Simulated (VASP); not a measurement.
# Ta2Si (I4/m) in VASP: a series of runs

Ta2Si is run at these levels: PBEsol; tasks: single point.

Program: VASP 6.6.1. These are calculated values, not measurements. Logs are shortened: lines on timing, memory, paths and dates and some standing lists are left out, and cuts for length are marked.

### Step 1. The cell of the first run

Symmetry: I4/m, No. 87, tetragonal system. Conventional cell: a = 6.137 Å, b = 6.137 Å, c = 5.040 Å, α = 90.00°, β = 90.00°, γ = 90.00°. Within 3.4 Å of Ta (site symmetry m) lie 4 Si at 2.60 to 2.64 Å and 11 Ta at 2.83 to 3.30 Å. Within 3.2 Å of Si (site symmetry 4) lie 2 Si at 2.46 to 2.58 Å and 8 Ta at 2.60 to 2.64 Å.

### Step 2. Single point, PBEsol (mode 4 (110.0 1/cm) frozen in, largest displacement +0.037 Å)

INCAR reads:

```
  ALGO = Fast
  EDIFF = 1E-6
  ENCUT = 520
  GGA = PS
  ISIF = 2
  ISMEAR = 0
  LASPH = T
  LCHARG = F
  LREAL = F
  LWAVE = F
  NBANDS = 35
  NELM = 100
  PREC = Accurate
  SIGMA = 0.15
```

KPOINTS reads:

```
k-points
0
Gamma
  12 12 12
```

POSCAR reads:

```
Ta2Si
1.0
   -3.0683767195      3.0683767195      2.5198993614
    3.0683767195     -3.0683767195      2.5198993614
    3.0683767195      3.0683767195     -2.5198993614
Ta Si
4 2
Direct
    0.6673871275      0.8412547398      0.5086418673
    0.8412547398      0.3326128725      0.1738676123
    0.3326128725      0.1587452602      0.4913581327
    0.1587452602      0.6673871275      0.8261323878
    0.2560338072      0.2560338072      0.0000000000
    0.7439661928      0.7439661928      0.0000000000
```

Potentials or basis: VASP PAW PBE potentials, release 64 (Ta_pv, Si).

Command:

```console
$ cat potpaw_PBE.64/Ta_pv/POTCAR potpaw_PBE.64/Si/POTCAR > POTCAR
$ mpirun -np 1 vasp_std > vasp.out
```

OUTCAR:

```text
EDIFF = 1E-6
   ENCUT = 520
   GGA = PS
   ISIF = 2
   ISMEAR = 0
   LASPH = T
   LREAL = F
   NELM = 100
   PREC = Accurate

 ion  position               nearest neighbor table
   1  0.667  0.841  0.509-   5 2.60   6 2.60   6 2.64   5 2.64   3 2.83   3 2.94   3 2.94   2 3.20
                             4 3.20   4 3.22   2 3.22   2 3.22   4 3.22   4 3.30   2 3.30
   2  0.841  0.333  0.174-   5 2.60   6 2.60   6 2.64   5 2.64   4 2.83   4 2.94   4 2.94   1 3.20
                             3 3.20   1 3.22   3 3.22   3 3.22   1 3.22   1 3.30   3 3.30
   3  0.333  0.159  0.491-   5 2.60   6 2.60   6 2.64   5 2.64   1 2.83   1 2.94   1 2.94   4 3.20
                             2 3.20   4 3.22   2 3.22   2 3.22   4 3.22   2 3.30   4 3.30
   4  0.159  0.667  0.826-   6 2.60   5 2.60   5 2.64   6 2.64   2 2.83   2 2.94   2 2.94   3 3.20
                             1 3.20   1 3.22   3 3.22   1 3.22   3 3.22   1 3.30   3 3.30
   5  0.256  0.256  0.000-   6 2.46   6 2.58   4 2.60   3 2.60   1 2.60   2 2.60   4 2.64   2 2.64
                             1 2.64   3 2.64
   6  0.744  0.744  0.000-   5 2.46   5 2.58   4 2.60   1 2.60   3 2.60   2 2.60   4 2.64   2 2.64
                             3 2.64   1 2.64

  LATTYP: Found a body centered tetragonal cell.
 ALAT       =     6.1367534390
 C/A-ratio  =     0.8212483641

  Lattice vectors:

 A1 = (  -3.0683767195,   3.0683767195,   2.5198993614)
 A2 = (   3.0683767195,  -3.0683767195,   2.5198993614)
 A3 = (   3.0683767195,   3.0683767195,  -2.5198993614)

Analysis of symmetry for initial positions (statically):
=====================================================================
 Subroutine PRICEL returns:
 Original cell was already a primitive cell.

 Routine SETGRP: Setting up the symmetry group for a
 body centered tetragonal supercell.

 Subroutine GETGRP returns: Found  8 space group operations
 (whereof  8 operations were pure point group operations)
 out of a pool of 16 trial point group operations.

The static configuration has the point symmetry C_4h.

Analysis of symmetry for dynamics (positions and initial velocities):
=====================================================================
 Subroutine PRICEL returns:
 Original cell was already a primitive cell.

 Routine SETGRP: Setting up the symmetry group for a
 body centered tetragonal supercell.

 Subroutine GETGRP returns: Found  8 space group operations
 (whereof  8 operations were pure point group operations)
 out of a pool of 16 trial point group operations.

The dynamic configuration has the point symmetry C_4h.

 Subroutine INISYM returns: Found  8 space group operations
 (whereof  8 operations are pure point group operations),
 and found     1 'primitive' translations

----------------------------------------------------------------------------------------

                                     Primitive cell

  volume of cell :      94.8988

  direct lattice vectors                    reciprocal lattice vectors
    -3.068376719  3.068376719  2.519899361     0.000000000  0.162952612  0.198420623
     3.068376719 -3.068376719  2.519899361     0.162952612  0.000000000  0.198420623
     3.068376719  3.068376719 -2.519899361     0.162952612  0.162952612  0.000000000

  length of vectors
     5.017944218  5.017944218  5.017944218     0.256757273  0.256757273  0.230449793

  position of ions in fractional coordinates (direct lattice)
     0.667387127  0.841254740  0.508641867
     0.841254740  0.332612873  0.173867612
     0.332612873  0.158745260  0.491358133
     0.158745260  0.667387127  0.826132388
     0.256033807  0.256033807  0.000000000
     0.743966193  0.743966193  0.000000000

  ion indices of the primitive-cell ions
   primitive index   ion index
                 1           1
                 2           2
                 3           3
                 4           4
                 5           5
                 6           6

----------------------------------------------------------------------------------------

 KPOINTS: k-points

Automatic generation of k-mesh.
 Grid dimensions read from file:
 generate k-points for:   12   12   12

 Generating k-lattice:

  Cartesian coordinates                     Fractional coordinates (reciprocal lattice)
     0.000000000  0.013579384  0.016535052     0.083333333  0.000000000  0.000000000
     0.013579384  0.000000000  0.016535052     0.000000000  0.083333333  0.000000000
     0.013579384  0.013579384  0.000000000     0.000000000  0.000000000  0.083333333

  Length of vectors
     0.021396439  0.021396439  0.019204149

  Shift w.r.t. Gamma in fractional coordinates (k-lattice)
     0.000000000  0.000000000  0.000000000

 Subroutine IBZKPT returns following result:
 ===========================================

 Found    242 irreducible k-points:

 Following reciprocal coordinates:
            Coordinates               Weight
  0.000000  0.000000  0.000000      1.000000
  0.083333  0.000000  0.000000      8.000000
  0.166667 -0.000000  0.000000      8.000000
  0.250000  0.000000  0.000000      8.000000
  0.333333  0.000000  0.000000      8.000000
  0.416667 -0.000000  0.000000      8.000000
[... 16 lines left out ...]
 -0.250000  0.083333  0.000000      8.000000
 -0.083333  0.250000  0.000000      8.000000
 [... further k-points ...]
   k-points           NKPTS =    242   k-points in BZ     NKDIM =    242   number of bands    NBANDS=     35
   number of dos      NEDOS =    301   number of ions     NIONS =      6
   total plane-waves  NPLWV =  64000
   dimension x,y,z NGX =    40 NGY =   40 NGZ =   40
   dimension x,y,z NGXF=    80 NGYF=   80 NGZF=   80
   ions per type =               4   2
   NGX,Y,Z   is equivalent  to a cutoff of  13.25, 13.25, 13.25 a.u.
   NGXF,Y,Z  is equivalent  to a cutoff of  26.50, 26.50, 26.50 a.u.
 SYSTEM =  unknown system
   PREC   = accura    normal or accurate (medium, high low for compatibility)
   ISTART =      0    job   : 0-new  1-cont  2-samecut
   ICHARG =      2    charge: 1-file 2-atom 10-const
   ISPIN  =      1    spin polarized calculation?
   LNONCOLLINEAR =      F non collinear calculations
   LSORBIT =      F    spin-orbit coupling
   LASPH  =      T    aspherical Exc in radial PAW
   ENCUT  =  520.0 eV  38.22 Ry    6.18 a.u.   9.33  9.33  9.33*2*pi/ulx,y,z
   NELM   =    100;   NELMIN=  2; NELMDL= -5     # of ELM steps
   EDIFF  = 0.1E-05   stopping-criterion for ELM
   LREAL  =      F    real-space projection
   EDIFFG = 0.1E-04   stopping-criterion for IOM
   NSW    =      0    number of steps for IOM
   IBRION =     -1    ionic relax: 0-MD 1-quasi-New 2-CG
   NFREE  =      0    steps in history (QN), initial steepest desc. (CG)
   ISIF   =      2    stress and relaxation
   ISYM   =      2    0-nonsym 1-usesym 2-fastsym
   POTIM  = 0.5000    time-step for ionic-motion
   TEBEG  =    0.0;   TEEND  =   0.0 temperature during run
   PSTRESS=    0.0 pullay stress
   NELECT =      52.0000    total number of electrons
   NUPDOWN=      -1.0000    fix difference up-down
   EMIN   =  10.00;   EMAX   =-10.00  energy-range for DOS
   EFERMI =   0.00;   METHOD = LEGACY
   ISMEAR =     0;   SIGMA  =   0.15  broadening in eV -4-tet -1-fermi 0-gaus
   EFERMI_NEDOS =   21; number of points for ismear=-14 and -15
   IALGO  =     68    algorithm
   IMIX   =      4    mixing-type and parameters
     AMIX     =   0.40;   BMIX     =  1.00
     AMIX_MAG =   1.60;   BMIX_MAG =  1.00
  volume/ion in A,a.u.               =      15.82       106.73
  Fermi-wavevector in a.u.,A,eV,Ry     =   1.339643  2.531558 24.417607  1.794644
  Thomas-Fermi vector in A             =   2.468019
   LORBIT       =      0    0 simple, 1 ext, 2 COOP (PROOUT), +10 PAW based schemes
   GGA     = PS    functional components
   LHFCALC =     F    Hartree Fock is set to
   AEXX    =    0.0000 exact exchange contribution
   IVDW    =     0    specifies the selected vdW correction
   LEPSILON=     F    determine dielectric tensor
   LRPA    =     F    only Hartree local field effects (RPA)
 non-spin polarized calculation
 RMM-DIIS sequential band-by-band and
 Gauss-broadening in eV      SIGMA  =   0.15
  energy-cutoff  :      520.00
  volume of cell :       94.90
 maximum number of plane-waves:      2589
 NGX is ok and might be reduce to    40
   NGX = 19   NGY = 19   NGZ = 19

 number of electron      51.9999998 magnetization

 Free energy of the ion-electron system (eV)
  ---------------------------------------------------
  ext. energy  EPLUGINS =         0.00000000
  ---------------------------------------------------
  free energy    TOTEN  =       -65.30267494 eV

  energy without entropy =      -65.26617851  energy(sigma->0) =      -65.28442672

 E-fermi :   7.5421     XC(G=0): -12.5984

 val. band max:        7.5397220408   @ k =  -0.4167   0.5000   0.2500
 cond. band min:       7.5422501961   @ k =  -0.3333   0.4167  -0.0000
 fundamental gap:      0.0025281552
 Fermi energy:         7.5421499066

 k-point     1 :       0.0000    0.0000    0.0000
  band No.  band energies     occupation
      1     -26.9296      2.00000
      2     -26.9279      2.00000
      3     -26.9279      2.00000
      4     -26.8696      2.00000
      5     -26.8696      2.00000
      6     -26.8540      2.00000
[... 27 lines left out ...]
     34      11.9435      0.00000
     35      13.1792      0.00000

 k-point     2 :       0.0833    0.0000    0.0000
  band No.  band energies     occupation
      1     -26.9543      2.00000
      2     -26.9479      2.00000
      3     -26.9254      2.00000
      4     -26.8519      2.00000
      5     -26.8504      2.00000
      6     -26.8457      2.00000
[... 27 lines left out ...]
     34      11.7617      0.00000
     35      13.0959      0.00000
[... 796 lines left out ...]
     34      11.9188      0.00000
     35      12.3941      0.00000

 k-point    24 :      -0.0833    0.2500    0.0000
  band No.  band energies     occupation
      1     -26.9999      2.00000
      2     -26.9760      2.00000
      3     -26.9335      2.00000
      4     -26.8316      2.00000
      5     -26.8195      2.00000
      6     -26.8026      2.00000
[... 27 lines left out ...]
     34      11.9093      0.00000
     35      12.2170      0.00000

 [... further k-points ...]

------------------------ aborting loop because EDIFF is reached ----------------------------------------

  FORCE on cell =-STRESS in cart. coord.  units (eV):
  Direction    XX          YY          ZZ          XY          YZ          ZX
  --------------------------------------------------------------------------------------
  -------------------------------------------------------------------------------------
  Total        0.1250843      0.1250843      0.5135329      0.0000000      0.0000000      0.0000000
  in kB        2.1118010      2.1118010      8.6699838      0.0000007      0.0000000      0.0000000
  external PRESSURE =       4.2978619 kB  Pullay stress =       0.0000000 kB

 VOLUME and BASIS-vectors are now :
 -----------------------------------------------------------------------------
  energy-cutoff  :      520.00
  volume of cell :       94.90
      direct lattice vectors                 reciprocal lattice vectors
    -3.068376719  3.068376719  2.519899361     0.000000000  0.162952612  0.198420623
     3.068376719 -3.068376719  2.519899361     0.162952612  0.000000000  0.198420623
     3.068376719  3.068376719 -2.519899361     0.162952612  0.162952612  0.000000000

 POSITION                                       TOTAL-FORCE (eV/Angst)
 -----------------------------------------------------------------------------------
      2.09420      1.02721      2.51990        -0.184565     -0.248838      0.000000
     -1.02721      2.09420      2.51990         0.248838     -0.184565      0.000000
      0.97418      2.04116      0.00000         0.184565      0.248838     -0.000000
      4.09559      0.97418     -0.00000        -0.248838      0.184565     -0.000000
      0.00000      0.00000      1.29036        -0.000000      0.000000     -0.040174
      0.00000      0.00000      3.74944        -0.000000      0.000000      0.040174
 -----------------------------------------------------------------------------------
    total drift:                               -0.000000     -0.000000      0.000000

  FREE ENERGIE OF THE ION-ELECTRON SYSTEM (eV)
  ---------------------------------------------------
  free  energy   TOTEN  =       -65.3026749380 eV

  energy  without entropy=      -65.2661785052  energy(sigma->0) =      -65.28442672
```

It took 9.8 min on 1 thread of Intel Xeon Platinum 8559C (Emerald Rapids), shared host; peak memory 0.7 GiB.

Results:

```yaml
Free_energy: -65.3027 eV
Pressure: 0.4 GPa
Largest_force: 0.310 eV/Å
Band_gap_on_the_k_mesh: zero (band 26 reaches 7.90 eV, above the bottom of band 27 at 7.23 eV)
```

Forces in eV/Å, atoms in the order of the input:
```
Ta  -0.185 -0.249  0.000
Ta   0.249 -0.185  0.000
Ta   0.185  0.249  0.000
Ta  -0.249  0.185  0.000
Si   0.000  0.000 -0.040
Si   0.000  0.000  0.040
```

Caveat: the cell differs from its parent crystal (mode 4 (110.0 1/cm) frozen in, largest displacement +0.037 Å); the PAW data sets were made with another functional, which shifts forces and pressure a little; spin-orbit coupling is left out, which moves the levels of the heavy elements.

[end of part 1 of 2]
